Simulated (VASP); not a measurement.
# B2W (P6/mmm) in VASP: further runs

The runs below take B2W through electric field gradients, with LDA.

Program: VASP 6.6.1. These are calculated values, not measurements. Logs are shortened: lines on timing, memory, paths and dates and some standing lists are left out, and cuts for length are marked.

**1. The cell of the first run**

The structure is hexagonal, space group P6/mmm (No. 191). The conventional cell has a = 3.060 Å, b = 3.060 Å, c = 3.090 Å, α = 90.00°, β = 90.00°, γ = 120.00°. B (site symmetry -6m2) has 3 B at 1.77 Å within 2.3 Å. W (site symmetry 6/mmm) has 12 B at 2.35 Å and 8 W at 3.06 to 3.09 Å within 3.1 Å.

**2. Electric field gradients, LDA (volume scaled by 1.04)**

The input, INCAR:

```
ALGO     = Normal         # electronic algorithm
EDIFF    = 1E-8           # SCF threshold, eV
ENCUT    = 520            # plane-wave cutoff, eV
GGA      = CA             # functional
ISIF     = 2              # what is computed and relaxed
ISMEAR   = -1             # smearing method
LASPH    = True           # aspherical terms in the spheres
LCHARG   = False          # write CHGCAR
LEFG     = True         
LREAL    = False          # projectors in reciprocal space
LWAVE    = False          # write WAVECAR
NBANDS   = 17             # bands
NELM     = 100            # most SCF steps
PREC     = Accurate       # precision mode
SIGMA    = 0.05           # smearing width, eV
```

The input, KPOINTS:

```
k-points
0
Gamma
  14 14 12
```

The input, POSCAR:

```
B2W
1.0
    3.0597428387      0.0000000000      0.0000000000
   -1.5298714194      2.6498150274      0.0000000000
    0.0000000000      0.0000000000      3.0901361816
B W
2 1
Direct
    0.3333333333      0.6666666667      0.5000000000
    0.6666666667      0.3333333333      0.5000000000
    0.0000000000      0.0000000000      0.0000000000
```

Potentials or basis: VASP PAW LDA potentials, release 64 (B, W_sv).

Started as:

```
$ cat potpaw_LDA.64/B/POTCAR potpaw_LDA.64/W_sv/POTCAR > POTCAR
$ mpirun -np 1 vasp_std > vasp.out
```

OUTCAR:

```text
EDIFF = 1E-8
   ENCUT = 520
   GGA = CA
   ISIF = 2
   ISMEAR = -1
   LASPH = True
   LREAL = False
   NELM = 100
   PREC = Accurate

 ion  position               nearest neighbor table
   1  0.333  0.667  0.500-   2 1.77   2 1.77   2 1.77   3 2.35   3 2.35   3 2.35   3 2.35   3 2.35
                             3 2.35
   2  0.667  0.333  0.500-   1 1.77   1 1.77   1 1.77   3 2.35   3 2.35   3 2.35   3 2.35   3 2.35
                             3 2.35
   3  0.000  0.000  0.000-   1 2.35   2 2.35   1 2.35   2 2.35   2 2.35   2 2.35   1 2.35   1 2.35
                             2 2.35   2 2.35   1 2.35   1 2.35

  LATTYP: Found a hexagonal cell.
 ALAT       =     3.0597428387
 C/A-ratio  =     1.0099332998

  Lattice vectors:

 A1 = (   3.0597428387,   0.0000000000,   0.0000000000)
 A2 = (  -1.5298714194,   2.6498150274,   0.0000000000)
 A3 = (   0.0000000000,   0.0000000000,   3.0901361816)

Analysis of symmetry for initial positions (statically):
=====================================================================
 Subroutine PRICEL returns:
 Original cell was already a primitive cell.

 Routine SETGRP: Setting up the symmetry group for a
 hexagonal supercell.

 Subroutine GETGRP returns: Found 24 space group operations
 (whereof 24 operations were pure point group operations)
 out of a pool of 24 trial point group operations.

The static configuration has the point symmetry D_6h.

Analysis of symmetry for dynamics (positions and initial velocities):
=====================================================================
 Subroutine PRICEL returns:
 Original cell was already a primitive cell.

 Routine SETGRP: Setting up the symmetry group for a
 hexagonal supercell.

 Subroutine GETGRP returns: Found 24 space group operations
 (whereof 24 operations were pure point group operations)
 out of a pool of 24 trial point group operations.

The dynamic configuration has the point symmetry D_6h.

 Subroutine INISYM returns: Found 24 space group operations
 (whereof 24 operations are pure point group operations),
 and found     1 'primitive' translations

----------------------------------------------------------------------------------------

                                     Primitive cell

  volume of cell :      25.0541

[... 127 lines left out ...]

 number of electron      20.0000004 magnetization

 Free energy of the ion-electron system (eV)
  ---------------------------------------------------
  ext. energy  EPLUGINS =         0.00000000
  ---------------------------------------------------
  free energy    TOTEN  =       -29.36319416 eV

  energy without entropy =      -29.35144883  energy(sigma->0) =      -29.35732150

 E-fermi :  13.0650     XC(G=0): -13.9530

 val. band max:       13.0634790349   @ k =   0.3571   0.0000   0.1667
 cond. band min:      13.0692416177   @ k =   0.2143   0.2143   0.0833
 fundamental gap:      0.0057625827
 Fermi energy:        13.0650062105

 k-point     1 :       0.0000    0.0000    0.0000
  band No.  band energies     occupation
      1     -61.6575      2.00000
      2     -26.2423      2.00000
      3     -25.9934      2.00000
      4     -25.9934      2.00000
      5      -3.1863      2.00000
      6       7.0301      2.00000
[... 457 lines left out ...]
      4     -26.1503      2.00000
      5       2.1475      2.00000
      6       2.4731      2.00000
[... 9 lines left out ...]
     16      23.0002      0.00000
     17      24.2388      0.00000

 [... further k-points ...]
[... 5 lines left out ...]
  --------------------------------------------------------------------------------------
  -------------------------------------------------------------------------------------
  Total        0.3609781      0.3609781      2.9052489     -0.0000000      0.0000000     -0.0000000
  in kB       23.0841180     23.0841180    185.7872169     -0.0000000      0.0000000     -0.0000000
  external PRESSURE =      77.3184843 kB  Pullay stress =       0.0000000 kB

 VOLUME and BASIS-vectors are now :
 -----------------------------------------------------------------------------
  energy-cutoff  :      520.00
  volume of cell :       25.05
      direct lattice vectors                 reciprocal lattice vectors
     3.059742839  0.000000000  0.000000000     0.326824852  0.188692416  0.000000000
    -1.529871419  2.649815027  0.000000000     0.000000000  0.377384832  0.000000000
     0.000000000  0.000000000  3.090136182     0.000000000  0.000000000  0.323610333

 POSITION                                       TOTAL-FORCE (eV/Angst)
 -----------------------------------------------------------------------------------
     -0.00000      1.76654      1.54507         0.000000      0.000000      0.000000
      1.52987      0.88327      1.54507        -0.000000      0.000000      0.000000
      0.00000      0.00000      0.00000        -0.000000      0.000000      0.000000
 -----------------------------------------------------------------------------------
    total drift:                               -0.000000      0.000000     -0.000000

  FREE ENERGIE OF THE ION-ELECTRON SYSTEM (eV)
  ---------------------------------------------------
  free  energy   TOTEN  =       -29.3631941645 eV

  energy  without entropy=      -29.3514488317  energy(sigma->0) =      -29.35732150

 Electric field gradients (V/A^2)
---------------------------------------------------------------------
 ion       V_xx      V_yy      V_zz      V_xy      V_xz      V_yz
---------------------------------------------------------------------
   1      -1.018    -1.018     2.036    -0.000     0.000    -0.000
   2      -1.018    -1.018     2.036    -0.000     0.000     0.000
   3      -7.932    -7.933    15.865    -0.001     0.000     0.000
---------------------------------------------------------------------

 Electric field gradients after diagonalization (V/A^2)
 (convention: |V_zz| > |V_xx| > |V_yy|)
----------------------------------------------------------------------
 ion       V_xx      V_yy      V_zz     asymmetry (V_yy - V_xx)/ V_zz
----------------------------------------------------------------------
   1      -1.018    -1.018     2.036       0.000
   2      -1.018    -1.018     2.036       0.000
   3      -7.933    -7.932    15.865       0.000
----------------------------------------------------------------------

           NMR quadrupolar parameters

 Cq : quadrupolar parameter    Cq=e*Q*V_zz/h
 eta: asymmetry parameters     (V_yy - V_xx)/ V_zz
 Q  : nuclear electric quadrupole moment in mb (millibarn)
----------------------------------------------------------------------
 ion       Cq(MHz)       eta       Q (mb)
----------------------------------------------------------------------
   1       0.005       0.000       1.000
   2       0.005       0.000       1.000
   3       0.038       0.000       1.000
----------------------------------------------------------------------
```

OSZICAR:

```text
N       E                     dE             d eps       ncg     rms          rms(c)
DAV:   1     0.118165341976E+03    0.11817E+03   -0.10318E+04  5712   0.127E+03
DAV:   2    -0.289896564870E+02   -0.14715E+03   -0.14321E+03  6518   0.345E+02
DAV:   3    -0.328773671805E+02   -0.38877E+01   -0.38347E+01  7005   0.518E+01
DAV:   4    -0.329007754155E+02   -0.23408E-01   -0.23368E-01  6857   0.408E+00
DAV:   5    -0.329008954724E+02   -0.12006E-03   -0.12005E-03  6932   0.313E-01    0.340E+01
DAV:   6    -0.294136033770E+02    0.34873E+01   -0.14340E+01  6482   0.264E+01    0.900E+00
DAV:   7    -0.293820430702E+02    0.31560E-01   -0.32531E-01  6045   0.487E+00    0.608E+00
DAV:   8    -0.293635837310E+02    0.18459E-01   -0.13475E-02  7057   0.117E+00    0.297E-01
DAV:   9    -0.293632100655E+02    0.37367E-03   -0.62097E-04  6376   0.236E-01    0.513E-02
DAV:  10    -0.293631934489E+02    0.16617E-04   -0.60511E-05  6974   0.643E-02    0.972E-03
DAV:  11    -0.293631941206E+02   -0.67168E-06   -0.21342E-06  6132   0.137E-02    0.362E-03
DAV:  12    -0.293631941751E+02   -0.54471E-07   -0.44308E-07  6770   0.480E-03    0.723E-04
DAV:  13    -0.293631941649E+02    0.10150E-07   -0.38574E-08  6310   0.136E-03    0.275E-04
DAV:  14    -0.293631941645E+02    0.39699E-09   -0.93894E-10  3091   0.282E-04
   1 F= -.29363194E+02 E0= -.29357321E+02  d E =-.117453E-01
```

It took 30 s on 1 thread of AMD EPYC 9R45 (Zen 5), shared host; peak memory 0.15 GiB.

Results:

| Property | Result |
| --- | --- |
| Free energy | -29.3632 eV |
| Pressure | 7.7 GPa |
| Band gap on the k mesh | zero (band 10 reaches 14.98 eV, above the bottom of band 11 at 10.48 eV) |

Stress tensor (GPa, compression positive):
```
 2.31  0.00  0.00
 0.00  2.31  0.00
 0.00  0.00 18.58
```

Electric field gradients, principal values (V/Å²):
```
atom   least  middle  greatest (by size)
 1 B  -1.018  -1.018               2.036
 2 B  -1.018  -1.018               2.036
 3 W  -7.932  -7.933              15.865
```

Caveat: without QUAD_EFG the Cq values of the log hold for a quadrupole moment of 1 mb, not for the nuclei; spin-orbit coupling is left out, which moves the levels of the heavy elements.

**3. Electric field gradients, LDA (volume scaled by 1.04)**

The input, INCAR:

```
ALGO     = Normal         # electronic algorithm
EDIFF    = 1E-8           # SCF threshold, eV
ENCUT    = 520            # plane-wave cutoff, eV
ISIF     = 2              # what is computed and relaxed
ISMEAR   = -1             # smearing method
LASPH    = T              # aspherical terms in the spheres
LCHARG   = F              # write CHGCAR
LEFG     = T            
LREAL    = F              # projectors in reciprocal space
LWAVE    = F              # write WAVECAR
NBANDS   = 17             # bands
NELM     = 100            # most SCF steps
PREC     = Accurate       # precision mode
SIGMA    = 0.05           # smearing width, eV
```

KPOINTS is that of step 2.

POSCAR is that of step 2.

Potentials or basis: VASP PAW LDA potentials, release 64 (B, W_sv).

Started as:

```
$ cat potpaw_LDA.64/B/POTCAR potpaw_LDA.64/W_sv/POTCAR > POTCAR
$ mpirun -np 1 vasp_std > vasp.out
```

OUTCAR:

```text
EDIFF = 1E-8
   ENCUT = 520
   ISIF = 2
   ISMEAR = -1
   LASPH = T
   LREAL = F
   NELM = 100
   PREC = Accurate

 ion  position               nearest neighbor table
   1  0.333  0.667  0.500-   2 1.77   2 1.77   2 1.77   3 2.35   3 2.35   3 2.35   3 2.35   3 2.35
                             3 2.35
   2  0.667  0.333  0.500-   1 1.77   1 1.77   1 1.77   3 2.35   3 2.35   3 2.35   3 2.35   3 2.35
                             3 2.35
   3  0.000  0.000  0.000-   1 2.35   2 2.35   1 2.35   2 2.35   2 2.35   2 2.35   1 2.35   1 2.35
                             2 2.35   2 2.35   1 2.35   1 2.35

  LATTYP: Found a hexagonal cell.
 ALAT       =     3.0597428387
 C/A-ratio  =     1.0099332998

  Lattice vectors:

 A1 = (   3.0597428387,   0.0000000000,   0.0000000000)
 A2 = (  -1.5298714194,   2.6498150274,   0.0000000000)
 A3 = (   0.0000000000,   0.0000000000,   3.0901361816)

Analysis of symmetry for initial positions (statically):
=====================================================================
 Subroutine PRICEL returns:
 Original cell was already a primitive cell.

 Routine SETGRP: Setting up the symmetry group for a
 hexagonal supercell.

 Subroutine GETGRP returns: Found 24 space group operations
 (whereof 24 operations were pure point group operations)
 out of a pool of 24 trial point group operations.

The static configuration has the point symmetry D_6h.

Analysis of symmetry for dynamics (positions and initial velocities):
=====================================================================
 Subroutine PRICEL returns:
 Original cell was already a primitive cell.

[... 641 lines left out ...]
     16      23.0002      0.00000
     17      24.2388      0.00000

 [... further k-points ...]

------------------------ aborting loop because EDIFF is reached ----------------------------------------

  FORCE on cell =-STRESS in cart. coord.  units (eV):
  Direction    XX          YY          ZZ          XY          YZ          ZX
  --------------------------------------------------------------------------------------
  -------------------------------------------------------------------------------------
  Total        0.3609781      0.3609781      2.9052489     -0.0000000      0.0000000     -0.0000000
  in kB       23.0841180     23.0841180    185.7872169     -0.0000000      0.0000000     -0.0000000
  external PRESSURE =      77.3184843 kB  Pullay stress =       0.0000000 kB

 VOLUME and BASIS-vectors are now :
 -----------------------------------------------------------------------------
  energy-cutoff  :      520.00
  volume of cell :       25.05
      direct lattice vectors                 reciprocal lattice vectors
     3.059742839  0.000000000  0.000000000     0.326824852  0.188692416  0.000000000
    -1.529871419  2.649815027  0.000000000     0.000000000  0.377384832  0.000000000
     0.000000000  0.000000000  3.090136182     0.000000000  0.000000000  0.323610333

 POSITION                                       TOTAL-FORCE (eV/Angst)
 -----------------------------------------------------------------------------------
     -0.00000      1.76654      1.54507         0.000000      0.000000      0.000000
      1.52987      0.88327      1.54507        -0.000000      0.000000      0.000000
      0.00000      0.00000      0.00000        -0.000000      0.000000      0.000000
 -----------------------------------------------------------------------------------
    total drift:                               -0.000000      0.000000     -0.000000

  FREE ENERGIE OF THE ION-ELECTRON SYSTEM (eV)
  ---------------------------------------------------
  free  energy   TOTEN  =       -29.3631941645 eV

  energy  without entropy=      -29.3514488317  energy(sigma->0) =      -29.35732150

 Electric field gradients (V/A^2)
---------------------------------------------------------------------
 ion       V_xx      V_yy      V_zz      V_xy      V_xz      V_yz
---------------------------------------------------------------------
   1      -1.018    -1.018     2.036    -0.000     0.000    -0.000
   2      -1.018    -1.018     2.036    -0.000     0.000     0.000
   3      -7.932    -7.933    15.865    -0.001     0.000     0.000
---------------------------------------------------------------------

 Electric field gradients after diagonalization (V/A^2)
 (convention: |V_zz| > |V_xx| > |V_yy|)
----------------------------------------------------------------------
 ion       V_xx      V_yy      V_zz     asymmetry (V_yy - V_xx)/ V_zz
----------------------------------------------------------------------
   1      -1.018    -1.018     2.036       0.000
   2      -1.018    -1.018     2.036       0.000
   3      -7.933    -7.932    15.865       0.000
----------------------------------------------------------------------

           NMR quadrupolar parameters

 Cq : quadrupolar parameter    Cq=e*Q*V_zz/h
 eta: asymmetry parameters     (V_yy - V_xx)/ V_zz
 Q  : nuclear electric quadrupole moment in mb (millibarn)
----------------------------------------------------------------------
 ion       Cq(MHz)       eta       Q (mb)
----------------------------------------------------------------------
   1       0.005       0.000       1.000
   2       0.005       0.000       1.000
   3       0.038       0.000       1.000
----------------------------------------------------------------------
```

OSZICAR:

```text
N       E                     dE             d eps       ncg     rms          rms(c)
DAV:   1     0.118165341976E+03    0.11817E+03   -0.10318E+04  5712   0.127E+03
DAV:   2    -0.289896564870E+02   -0.14715E+03   -0.14321E+03  6518   0.345E+02
DAV:   3    -0.328773671805E+02   -0.38877E+01   -0.38347E+01  7005   0.518E+01
DAV:   4    -0.329007754155E+02   -0.23408E-01   -0.23368E-01  6857   0.408E+00
DAV:   5    -0.329008954724E+02   -0.12006E-03   -0.12005E-03  6932   0.313E-01    0.340E+01
DAV:   6    -0.294136033770E+02    0.34873E+01   -0.14340E+01  6482   0.264E+01    0.900E+00
DAV:   7    -0.293820430702E+02    0.31560E-01   -0.32531E-01  6045   0.487E+00    0.608E+00
DAV:   8    -0.293635837310E+02    0.18459E-01   -0.13475E-02  7057   0.117E+00    0.297E-01
DAV:   9    -0.293632100655E+02    0.37367E-03   -0.62097E-04  6376   0.236E-01    0.513E-02
DAV:  10    -0.293631934489E+02    0.16617E-04   -0.60511E-05  6974   0.643E-02    0.972E-03
DAV:  11    -0.293631941206E+02   -0.67168E-06   -0.21342E-06  6132   0.137E-02    0.362E-03
DAV:  12    -0.293631941751E+02   -0.54471E-07   -0.44308E-07  6770   0.480E-03    0.723E-04
DAV:  13    -0.293631941649E+02    0.10150E-07   -0.38574E-08  6310   0.136E-03    0.275E-04
DAV:  14    -0.293631941645E+02    0.39699E-09   -0.93894E-10  3091   0.282E-04
   1 F= -.29363194E+02 E0= -.29357321E+02  d E =-.117453E-01
```

Run time: 30 s. Hardware: 1 thread of AMD EPYC 9R45 (Zen 5), shared host; peak memory 0.15 GiB.

Results:

* Free energy: -29.3632 eV
* Pressure: 7.7 GPa
* Band gap on the k mesh: zero (band 10 reaches 14.98 eV, above the bottom of band 11 at 10.48 eV)

Electric field gradients, principal values (V/Å²):
```csv
atom,least,middle,greatest (by size)
1 B,-1.018,-1.018,2.036
2 B,-1.018,-1.018,2.036
3 W,-7.932,-7.933,15.865
```

Caveat: without QUAD_EFG the Cq values of the log hold for a quadrupole moment of 1 mb, not for the nuclei; spin-orbit coupling is left out, which moves the levels of the heavy elements.
